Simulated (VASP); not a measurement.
# CaO in VASP: further runs, part 2 of 2

VASP 6.6.1. The steps go on from the part before.

## 4. Single point, HSE06

POSCAR reads:

```
CaO
1.0
    0.0000000000      2.3975501260      2.3975501260
    2.3975501260      0.0000000000      2.3975501260
    2.3975501260      2.3975501260      0.0000000000
Ca O
1 1
Direct
    0.0000000000      0.0000000000      0.0000000000
    0.5000000000      0.5000000000      0.5000000000
```

INCAR.step1 reads:

```
PREC = Accurate ; ENCUT = 520
EDIFF = 1E-5 ; ISMEAR = 0
SIGMA = 0.01 ; LREAL = False
LASPH = True ; NELM = 80
ALGO = Normal ; ISIF = 2
LWAVE = True ; GGA = PE
NBANDS = 15
```

INCAR.step2 reads:

```
PREC = Accurate ; ENCUT = 520
EDIFF = 1E-7 ; ISMEAR = 0
SIGMA = 0.01 ; LREAL = False
LASPH = True ; NELM = 80
ALGO = Normal ; ISIF = 2
LWAVE = False ; LCHARG = True
GGA = PE ; LHFCALC = True
HFSCREEN = 0.2079 ; PRECFOCK = Normal
LELF = True ; LVHAR = True
ISTART = 1 ; NBANDS = 15
```

KPOINTS reads:

```
Automatic mesh
0
Gamma
  6 6 6
```

Potentials or basis: VASP PAW PBE potentials, release 64 (Ca_sv, O).

Run with:

```
$ cat potpaw_PBE.64/Ca_sv/POTCAR potpaw_PBE.64/O/POTCAR > POTCAR
$ cp INCAR.step1 INCAR
$ mpirun -np 1 vasp_std > vasp.out
$ cp INCAR.step2 INCAR
$ mpirun -np 1 vasp_std > vasp.out
```

OUTCAR:

```text
PREC = Accurate
   ENCUT = 520
   EDIFF = 1E-7
   ISMEAR = 0
   LREAL = False
   LASPH = True
   NELM = 80
   ISIF = 2
   GGA = PE
   LHFCALC = True
   HFSCREEN = 0.2079
   PRECFOCK = Normal
   ISTART = 1

 ion  position               nearest neighbor table
   1  0.000  0.000  0.000-   2 2.40   2 2.40   2 2.40   2 2.40   2 2.40   2 2.40
   2  0.500  0.500  0.500-   1 2.40   1 2.40   1 2.40   1 2.40   1 2.40   1 2.40

  LATTYP: Found a face centered cubic cell.
 ALAT       =     4.7951002520

  Lattice vectors:

 A1 = (   0.0000000000,   2.3975501260,   2.3975501260)
 A2 = (   2.3975501260,   0.0000000000,   2.3975501260)
 A3 = (   2.3975501260,   2.3975501260,   0.0000000000)

Analysis of symmetry for initial positions (statically):
=====================================================================
 Subroutine PRICEL returns:
 Original cell was already a primitive cell.

 Routine SETGRP: Setting up the symmetry group for a
 face centered cubic supercell.

 Subroutine GETGRP returns: Found 48 space group operations
 (whereof 48 operations were pure point group operations)
 out of a pool of 48 trial point group operations.

The static configuration has the point symmetry O_h .
[... 175 lines left out ...]
      6       1.3291      2.00000
      7       1.3291      2.00000
      8       1.3291      2.00000
      9       7.6124      0.00000
     10       9.5354      0.00000
     11       9.5354      0.00000
     12       9.5354      0.00000
     13      11.1766      0.00000
     14      11.1766      0.00000
[... 257 lines left out ...]
      2     -18.6648      2.00000
      3     -18.5772      2.00000
      4     -18.4623      2.00000
      5     -15.0834      2.00000
      6       0.0032      2.00000
      7       0.1663      2.00000
      8       0.4627      2.00000
      9       8.1142      0.00000
     10      11.0638      0.00000
     11      11.8829      0.00000
     12      13.3195      0.00000
     13      13.4067      0.00000
     14      16.4812      0.00000
     15      17.0066      0.00000

------------------------ aborting loop because EDIFF is reached ----------------------------------------

  FORCE on cell =-STRESS in cart. coord.  units (eV):
  Direction    XX          YY          ZZ          XY          YZ          ZX
  --------------------------------------------------------------------------------------
  -------------------------------------------------------------------------------------
  Total        0.1643808      0.1643808      0.1643808      0.0000000      0.0000000      0.0000000
  in kB        9.5549548      9.5549548      9.5549548      0.0000000      0.0000000      0.0000000
  external PRESSURE =       9.5549548 kB  Pullay stress =       0.0000000 kB

 VOLUME and BASIS-vectors are now :
 -----------------------------------------------------------------------------
  energy-cutoff  :      520.00
  volume of cell :       27.56
      direct lattice vectors                 reciprocal lattice vectors
     0.000000000  2.397550126  2.397550126    -0.208546213  0.208546213  0.208546213
     2.397550126  0.000000000  2.397550126     0.208546213 -0.208546213  0.208546213
     2.397550126  2.397550126  0.000000000     0.208546213  0.208546213 -0.208546213

 POSITION                                       TOTAL-FORCE (eV/Angst)
 -----------------------------------------------------------------------------------
      0.00000      0.00000      0.00000        -0.000000      0.000000      0.000000
      2.39755      2.39755      2.39755         0.000000     -0.000000     -0.000000
 -----------------------------------------------------------------------------------
    total drift:                               -0.000000     -0.000000     -0.000000

  FREE ENERGIE OF THE ION-ELECTRON SYSTEM (eV)
  ---------------------------------------------------
  free  energy   TOTEN  =       -14.8774294459 eV

  energy  without entropy=      -14.8774294459  energy(sigma->0) =      -14.87742945
```

OUTCAR.step1:

```text
PREC = Accurate
   ENCUT = 520
   EDIFF = 1E-5
   ISMEAR = 0
   LREAL = False
[... 500 lines left out ...]
      0.00000      0.00000      0.00000         0.000000     -0.000000     -0.000000
      2.39755      2.39755      2.39755        -0.000000      0.000000      0.000000
 -----------------------------------------------------------------------------------
    total drift:                                0.000000      0.000000      0.000000

  FREE ENERGIE OF THE ION-ELECTRON SYSTEM (eV)
  ---------------------------------------------------
  free  energy   TOTEN  =       -12.7976359742 eV

  energy  without entropy=      -12.7976359742  energy(sigma->0) =      -12.79763597
```

Wall time 31 min (1 thread of Intel Xeon Platinum 8259CL at 2.50GHz (Skylake/Cascade Lake), shared host); peak memory 0.27 GiB.

Results:

| Property | Result |
| --- | --- |
| Free energy | -14.8774 eV |
| Pressure | 1.0 GPa |
| Band gap on the k mesh | 5.29 eV, indirect (least direct gap 5.72 eV) |

Levels at points of the mesh, in eV from the valence-band top:
| k point | band 5 | band 6 | band 7 | band 8 | band 9 | band 10 | band 11 | band 12 |
| --- | --- | --- | --- | --- | --- | --- | --- | --- |
| (0.00, 0.00, 0.00) | -17.05 | 0.00 | 0.00 | 0.00 | 6.28 | 8.21 | 8.21 | 8.21 |
| (0.50, 0.00, 0.00) | -15.61 | -2.83 | -1.28 | -1.28 | 9.08 | 10.12 | 10.64 | 10.64 |
| (0.50, 0.50, 0.00) | -16.79 | -1.44 | -0.42 | -0.42 | 5.29 | 10.20 | 11.18 | 11.98 |

Caveat: the PAW data sets were made with another functional, which shifts forces and pressure a little.

## 5. The runs side by side

| level | cell | k mesh | smearing | grid for exact exchange (PRECFOCK) | screening parameter | gap on the mesh (eV) | pressure (GPa) |
| --- | --- | --- | --- | --- | --- | --- | --- |
| PBE | a = 3.391, b = 3.391, c = 3.357 Å, angles 60.3, 60.3, 60.7°, 2 atoms | 10 × 10 × 10 | fermi-dirac 0.02 eV | - | - | 3.60 | 3.1 |
| r2SCAN | a = 3.391, b = 3.391, c = 3.357 Å, angles 60.3, 60.3, 60.7°, 2 atoms | 10 × 10 × 10 | gaussian 0.01 eV | - | - | 4.15 | 1.1 |
| HSE06 | a = 3.391 Å, angles 60.0°, 2 atoms | 6 × 6 × 6 | gaussian 0.01 eV | Normal | 0.2079 1/Å | 5.29 | 1.0 |

Alike in all rows: task single point; potentials or basis VASP PAW PBE potentials, release 64 (Ca_sv, O); no spin polarisation; cutoff (eV) 520.

Caveats: the PAW data sets were made with another functional, which shifts forces and pressure a little (some runs).

Absolute energies hang on the potentials; compare differences alone.
